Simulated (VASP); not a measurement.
# Fe (P6/mmm) in VASP: notebook

Runs on Fe. Level: PBE. Tasks: single point.

Program: VASP 6.6.1. These are calculated values, not measurements. Logs are shortened: lines on timing, memory, paths and dates and some standing lists are left out, and cuts for length are marked.

### Step 1. The cell of the first run

The structure is hexagonal, space group P6/mmm (No. 191). The conventional cell has a = 4.235 Å, b = 4.235 Å, c = 2.410 Å, α = 90.00°, β = 90.00°, γ = 120.00°. Within 3.2 Å of Fe (site symmetry 6/mmm) lie 14 Fe at 2.41 to 2.73 Å. Fe (site symmetry -6m2) has 11 Fe at 2.41 to 2.73 Å within 3.2 Å.

This isn't the form of Fe at room conditions, which is bcc.

### Step 2. Single point, PBE, collinear spin, ferromagnetic start (12.48 Å³/atom)

Contents of INCAR:

```
SYSTEM = Fe
PREC = Accurate
ENCUT = 520
EDIFF = 1E-6
ISMEAR = -1
SIGMA = 0.05
LREAL = .FALSE.
LASPH = .TRUE.
NELM = 150
ALGO = Normal
ISIF = 2
LWAVE = .FALSE.
LCHARG = .FALSE.
ISPIN = 2
MAGMOM = 2.589 2.429 2.429
LORBIT = 11
LMAXMIX = 4
GGA = PE
NBANDS = 23
```

Contents of KPOINTS:

```
regular mesh
0
G
  10 10 15
  0 0 0
```

Contents of POSCAR:

```
Fe
1.0
    4.2351987616      0.0000000000      0.0000000000
   -2.1175993808      3.6677897176      0.0000000000
    0.0000000000      0.0000000000      2.4099412978
Fe
3
Direct
    0.0000000000      0.0000000000      0.0000000000
    0.3333333333      0.6666666667      0.5000000000
    0.6666666667      0.3333333333      0.5000000000
```

Potentials or basis: VASP PAW PBE potentials, release 64 (Fe).

The run is started by

```console
$ cat potpaw_PBE.64/Fe/POTCAR > POTCAR
$ mpirun -np 1 vasp_std > vasp.out
```

OUTCAR:

```text
SYSTEM = Fe
   PREC = Accurate
   ENCUT = 520
   EDIFF = 1E-6
   ISMEAR = -1
   LREAL = .FALSE.
   LASPH = .TRUE.
   NELM = 150
   ISIF = 2
   ISPIN = 2
   LORBIT = 11
   GGA = PE

 ion  position               nearest neighbor table
   1  0.000  0.000  0.000-   2 2.73   3 2.73   2 2.73   3 2.73   2 2.73   2 2.73   3 2.73   3 2.73
                             3 2.73   3 2.73   2 2.73   2 2.73
   2  0.333  0.667  0.500-   3 2.45   3 2.45   3 2.45   1 2.73   1 2.73   1 2.73   1 2.73   1 2.73
                             1 2.73
   3  0.667  0.333  0.500-   2 2.45   2 2.45   2 2.45   1 2.73   1 2.73   1 2.73   1 2.73   1 2.73
                             1 2.73

  LATTYP: Found a hexagonal cell.
 ALAT       =     4.2351987616
 C/A-ratio  =     0.5690267290

  Lattice vectors:

 A1 = (   4.2351987616,   0.0000000000,   0.0000000000)
 A2 = (  -2.1175993808,   3.6677897176,   0.0000000000)
 A3 = (   0.0000000000,   0.0000000000,   2.4099412978)

Analysis of symmetry for initial positions (statically):
=====================================================================
 Subroutine PRICEL returns:
 Original cell was already a primitive cell.

 Routine SETGRP: Setting up the symmetry group for a
 hexagonal supercell.

 Subroutine GETGRP returns: Found 24 space group operations
 (whereof 24 operations were pure point group operations)
 out of a pool of 24 trial point group operations.

The static configuration has the point symmetry D_6h.

Analysis of symmetry for dynamics (positions and initial velocities):
=====================================================================
 Subroutine PRICEL returns:
 Original cell was already a primitive cell.

 Routine SETGRP: Setting up the symmetry group for a
 hexagonal supercell.

 Subroutine GETGRP returns: Found 24 space group operations
 (whereof 24 operations were pure point group operations)
 out of a pool of 24 trial point group operations.

The dynamic configuration has the point symmetry D_6h.

Analysis of structural, dynamic, and magnetic symmetry:
=====================================================================
 Subroutine PRICEL returns:
 Original cell was already a primitive cell.

 Routine SETGRP: Setting up the symmetry group for a
 hexagonal supercell.

 Subroutine GETGRP returns: Found 24 space group operations
 (whereof 24 operations were pure point group operations)
 out of a pool of 24 trial point group operations.

The overall configuration has the point symmetry D_6h.

 Subroutine INISYM returns: Found 24 space group operations
 (whereof 24 operations are pure point group operations),
 and found     1 'primitive' translations

----------------------------------------------------------------------------------------

                                     Primitive cell

  volume of cell :      37.4356

  direct lattice vectors                    reciprocal lattice vectors
     4.235198762  0.000000000  0.000000000     0.236116427  0.136321883  0.000000000
    -2.117599381  3.667789718  0.000000000     0.000000000  0.272643766  0.000000000
     0.000000000  0.000000000  2.409941298     0.000000000  0.000000000  0.414947867

  length of vectors
     4.235198762  4.235198762  2.409941298     0.272643766  0.272643766  0.414947867

  position of ions in fractional coordinates (direct lattice)
     0.000000000  0.000000000  0.000000000
     0.333333333  0.666666667  0.500000000
     0.666666667  0.333333333  0.500000000

  ion indices of the primitive-cell ions
   primitive index   ion index
                 1           1
                 2           2
                 3           3

----------------------------------------------------------------------------------------

 KPOINTS: regular mesh

Automatic generation of k-mesh.
 Grid dimensions read from file:
 generate k-points for:   10   10   15

 Generating k-lattice:

  Cartesian coordinates                     Fractional coordinates (reciprocal lattice)
     0.023611643  0.013632188  0.000000000     0.100000000  0.000000000  0.000000000
     0.000000000  0.027264377  0.000000000     0.000000000  0.100000000  0.000000000
     0.000000000  0.000000000  0.027663191     0.000000000  0.000000000  0.066666667

  Length of vectors
     0.027264377  0.027264377  0.027663191

  Shift w.r.t. Gamma in fractional coordinates (k-lattice)
     0.000000000  0.000000000  0.000000000

 Subroutine IBZKPT returns following result:
 ===========================================

 Found    112 irreducible k-points:

 Following reciprocal coordinates:
            Coordinates               Weight
  0.000000  0.000000  0.000000      1.000000
  0.100000 -0.000000  0.000000      6.000000
  0.200000 -0.000000  0.000000      6.000000
  0.300000  0.000000  0.000000      6.000000
  0.400000 -0.000000  0.000000      6.000000
  0.500000 -0.000000  0.000000      3.000000
[... 16 lines left out ...]
  0.300000  0.100000  0.066667     24.000000
  0.400000  0.100000  0.066667     24.000000
 [... further k-points ...]
   k-points           NKPTS =    112   k-points in BZ     NKDIM =    112   number of bands    NBANDS=     23
   number of dos      NEDOS =    301   number of ions     NIONS =      3
   total plane-waves  NPLWV =  18432
   dimension x,y,z NGX =    32 NGY =   32 NGZ =   18
   dimension x,y,z NGXF=    64 NGYF=   64 NGZF=   36
   ions per type =               3
   NGX,Y,Z   is equivalent  to a cutoff of  12.56, 12.56, 12.42 a.u.
   NGXF,Y,Z  is equivalent  to a cutoff of  25.12, 25.12, 24.83 a.u.
 SYSTEM =  Fe
   PREC   = accura    normal or accurate (medium, high low for compatibility)
   ISTART =      0    job   : 0-new  1-cont  2-samecut
   ICHARG =      2    charge: 1-file 2-atom 10-const
   ISPIN  =      2    spin polarized calculation?
   LNONCOLLINEAR =      F non collinear calculations
   LSORBIT =      F    spin-orbit coupling
   LASPH  =      T    aspherical Exc in radial PAW
   ENCUT  =  520.0 eV  38.22 Ry    6.18 a.u.   7.87  7.87  4.48*2*pi/ulx,y,z
   NELM   =    150;   NELMIN=  2; NELMDL= -5     # of ELM steps
   EDIFF  = 0.1E-05   stopping-criterion for ELM
   LREAL  =      F    real-space projection
   EDIFFG = 0.1E-04   stopping-criterion for IOM
   NSW    =      0    number of steps for IOM
   IBRION =     -1    ionic relax: 0-MD 1-quasi-New 2-CG
   NFREE  =      0    steps in history (QN), initial steepest desc. (CG)
   ISIF   =      2    stress and relaxation
   ISYM   =      2    0-nonsym 1-usesym 2-fastsym
   POTIM  = 0.5000    time-step for ionic-motion
   TEBEG  =    0.0;   TEEND  =   0.0 temperature during run
   PSTRESS=    0.0 pullay stress
   NELECT =      24.0000    total number of electrons
   NUPDOWN=      -1.0000    fix difference up-down
   EMIN   =  10.00;   EMAX   =-10.00  energy-range for DOS
   EFERMI =   0.00;   METHOD = LEGACY
   ISMEAR =    -1;   SIGMA  =   0.05  broadening in eV -4-tet -1-fermi 0-gaus
   EFERMI_NEDOS =   21; number of points for ismear=-14 and -15
   IALGO  =     38    algorithm
   IMIX   =      4    mixing-type and parameters
     AMIX     =   0.40;   BMIX     =  1.00
     AMIX_MAG =   1.60;   BMIX_MAG =  1.00
  volume/ion in A,a.u.               =      12.48        84.21
  Fermi-wavevector in a.u.,A,eV,Ry     =   1.411617  2.667570 27.111837  1.992664
  Thomas-Fermi vector in A             =   2.533450
   LORBIT       =     11    0 simple, 1 ext, 2 COOP (PROOUT), +10 PAW based schemes
   GGA     = PE    functional components
   LHFCALC =     F    Hartree Fock is set to
   AEXX    =    0.0000 exact exchange contribution
   IVDW    =     0    specifies the selected vdW correction
   LEPSILON=     F    determine dielectric tensor
   LRPA    =     F    only Hartree local field effects (RPA)
 spin polarized calculation
  energy-cutoff  :      520.00
  volume of cell :       37.44
 maximum number of plane-waves:      1029
 NGX is ok and might be reduce to    32
   NGX = 15   NGY = 15   NGZ =  9

 number of electron      24.0000010 magnetization       7.7208585

 Free energy of the ion-electron system (eV)
  ---------------------------------------------------
  ext. energy  EPLUGINS =         0.00000000
  ---------------------------------------------------
  free energy    TOTEN  =       -24.11051909 eV

  energy without entropy =      -24.08367553  energy(sigma->0) =      -24.09709731

 E-fermi :   5.2387     XC(G=0): -12.5699

 val. band max:        5.2364062389   @ k =   0.3000   0.2000   0.0667
 cond. band min:       5.2398833665   @ k =   0.3000   0.3000   0.4667
 fundamental gap:      0.0034771277
 Fermi energy:         5.2387156469

 spin component 1

 k-point     1 :       0.0000    0.0000    0.0000
  band No.  band energies     occupation
      1      -3.0107      1.00000
      2       0.9160      1.00000
      3       1.9587      1.00000
      4       1.9587      1.00000
      5       2.0008      1.00000
      6       2.0811      1.00000
[... 15 lines left out ...]
     22      12.8305      0.00000
     23      22.5667      0.00000
[... 575 lines left out ...]
      1      -0.6440      1.00000
      2       0.1236      1.00000
      3       0.5058      1.00000
      4       1.7959      1.00000
      5       1.9217      1.00000
      6       2.0240      1.00000
[... 15 lines left out ...]
     22      19.9449      0.00000
     23      21.6735      0.00000

 [... further k-points ...]

 spin component 2

 k-point     1 :       0.0000    0.0000    0.0000
  band No.  band energies     occupation
      1      -2.7679      1.00000
      2       2.5177      1.00000
      3       3.6535      1.00000
      4       3.6535      1.00000
      5       3.6610      1.00000
      6       3.6610      1.00000
[... 15 lines left out ...]
     22      13.8998      0.00000
     23      23.1229      0.00000
[... 575 lines left out ...]
      1      -0.3002      1.00000
      2       0.6263      1.00000
      3       1.8747      1.00000
      4       3.6667      1.00000
      5       3.8686      1.00000
      6       4.0574      1.00000
[... 15 lines left out ...]
     22      20.6408      0.00000
     23      22.1137      0.00000

 [... further k-points ...]

------------------------ aborting loop because EDIFF is reached ----------------------------------------

  FORCE on cell =-STRESS in cart. coord.  units (eV):
  Direction    XX          YY          ZZ          XY          YZ          ZX
  --------------------------------------------------------------------------------------
  -------------------------------------------------------------------------------------
  Total       -1.2014493     -1.2014493     -1.3402331      0.0000000      0.0000000     -0.0000000
  in kB      -51.4199125    -51.4199125    -57.3596135      0.0000000      0.0000000     -0.0000000
  external PRESSURE =     -53.3998128 kB  Pullay stress =       0.0000000 kB

 VOLUME and BASIS-vectors are now :
 -----------------------------------------------------------------------------
  energy-cutoff  :      520.00
  volume of cell :       37.44
      direct lattice vectors                 reciprocal lattice vectors
     4.235198762  0.000000000  0.000000000     0.236116427  0.136321883  0.000000000
    -2.117599381  3.667789718  0.000000000     0.000000000  0.272643766  0.000000000
     0.000000000  0.000000000  2.409941298     0.000000000  0.000000000  0.414947867

 POSITION                                       TOTAL-FORCE (eV/Angst)
 -----------------------------------------------------------------------------------
      0.00000      0.00000      0.00000        -0.000000     -0.000000      0.000000
     -0.00000      2.44519      1.20497        -0.000000      0.000000      0.000000
      2.11760      1.22260      1.20497         0.000000     -0.000000     -0.000000
 -----------------------------------------------------------------------------------
    total drift:                               -0.000000      0.000000      0.000000

  FREE ENERGIE OF THE ION-ELECTRON SYSTEM (eV)
  ---------------------------------------------------
  free  energy   TOTEN  =       -24.1105190886 eV

  energy  without entropy=      -24.0836755297  energy(sigma->0) =      -24.09709731

 total charge

# of ion       s       p       d       tot
------------------------------------------
    1        0.446   0.463   6.154   7.063
    2        0.469   0.461   6.207   7.137
    3        0.469   0.461   6.207   7.137
--------------------------------------------------
tot          1.383   1.386  18.568  21.337

 magnetization (x)

# of ion       s       p       d       tot
------------------------------------------
    1       -0.011  -0.051   2.672   2.611
    2       -0.010  -0.031   2.600   2.559
    3       -0.010  -0.031   2.600   2.559
--------------------------------------------------
tot         -0.031  -0.113   7.873   7.728
```

Wall time 70 s (1 thread of Intel Xeon 6975P-C (Granite Rapids), shared host); peak memory 0.25 GiB.

Results:

```yaml
Free_energy: -24.1105 eV
Pressure: -5.3 GPa
Net_moment: 7.72 μB per cell
Site_moments: Fe +2.61, +2.56 (each value once) μB
Valence_electrons_inside_the_program's_atomic_spheres: Fe 7.06, 7.14 (each value once)
```

Stress tensor (GPa, compression positive):
```
-5.14  0.00  0.00
 0.00 -5.14  0.00
 0.00  0.00 -5.74
```

Levels at points of the mesh, in eV from the Fermi level:
Spin up:
```csv
k point,band 14,band 15,band 16,band 17,band 18,band 19
"(0.00, 0.00, 0.00)",-1.58,-0.67,-0.67,5.35,5.35,5.38
"(0.50, 0.00, 0.00)",-0.92,-0.90,-0.75,-0.56,-0.18,5.69
```
Spin down:
```
           k point  band 5  band 6  band 7  band 8  band 9  band 10  band 11  band 12
(0.00, 0.00, 0.00)   -1.58   -1.58   -1.52   -0.88    0.22     0.22     1.35     1.35
(0.50, 0.00, 0.00)   -1.52   -1.19   -0.92   -0.74   -0.03     0.84     1.44     1.45
```

Caveat: the cell stands under tension.

### Step 3. Single point, PBE, collinear spin, ferromagnetic start (12.96 Å³/atom)

This run uses another cell than the first one, of 12.96 Å³/atom.

Contents of INCAR:

```
PREC     = Accurate       # precision mode
ENCUT    = 520            # plane-wave cutoff, eV
EDIFF    = 1E-6           # SCF threshold, eV
ISMEAR   = -1             # smearing method
SIGMA    = 0.05           # smearing width, eV
LREAL    = False          # projectors in reciprocal space
LASPH    = True           # aspherical terms in the spheres
NELM     = 150            # most SCF steps
ALGO     = Normal         # electronic algorithm
ISIF     = 2              # what is computed and relaxed
LWAVE    = False          # write WAVECAR
LCHARG   = False          # write CHGCAR
ISPIN    = 2              # spin polarisation
MAGMOM   = 2.589 2.429 2.429 # initial moments
LORBIT   = 11             # projections on sites
LMAXMIX  = 4              # l up to which the mixer works
GGA      = PE             # functional
NBANDS   = 23             # bands
```

Contents of KPOINTS:

```
regular mesh
0
Gamma
  10 10 15
```

Contents of POSCAR:

```
Fe
1.0
    4.2888145642      0.0000000000      0.0000000000
   -2.1444072821      3.7142223647      0.0000000000
    0.0000000000      0.0000000000      2.4404501227
Fe
3
Direct
    0.0000000000      0.0000000000      0.0000000000
    0.3333333333      0.6666666667      0.5000000000
    0.6666666667      0.3333333333      0.5000000000
```

Potentials or basis: VASP PAW PBE potentials, release 64 (Fe).

The run is started by

```console
$ cat potpaw_PBE.64/Fe/POTCAR > POTCAR
$ mpirun -np 1 vasp_std > vasp.out
```

It took 72 s on 1 thread of Intel Xeon 6975P-C (Granite Rapids), shared host; peak memory 0.26 GiB.

The run converged. Its results:

| Item | Value |
| --- | --- |
| Free energy | -24.0446 eV |
| Pressure | -9.3 GPa |
| Band gap on the k mesh | zero (filled and empty bands overlap) |
| Net moment | 7.98 μB per cell |
| Site moments | Fe +2.68, +2.66 (each value once) μB |
| Valence electrons inside the program's atomic spheres | Fe 7.00, 7.07 (each value once) |

Stress tensor (GPa, compression positive):
```
-9.31  0.00  0.00
 0.00 -9.31  0.00
 0.00  0.00 -9.15
```

Levels at points of the mesh, in eV from the Fermi level:
Spin up:
```
           k point  band 12  band 13  band 14  band 15  band 16  band 17  band 18  band 19  band 20  band 21
(0.00, 0.00, 0.00)    -1.66    -1.64    -1.64    -0.79    -0.79     5.11     5.11     5.14     5.14     7.07
(0.50, 0.00, 0.00)    -1.27    -1.04    -1.02    -1.01    -0.87    -0.70    -0.19     5.33    13.32    13.32
```
Spin down:
```csv
k point,band 5,band 6,band 7,band 8,band 9,band 10,band 11,band 12
"(0.00, 0.00, 0.00)",-1.48,-1.48,-1.40,-0.77,0.27,0.27,1.35,1.35
"(0.50, 0.00, 0.00)",-1.38,-1.08,-0.81,-0.65,-0.06,0.87,1.41,1.45
```

Caveat: the cell stands under tension.
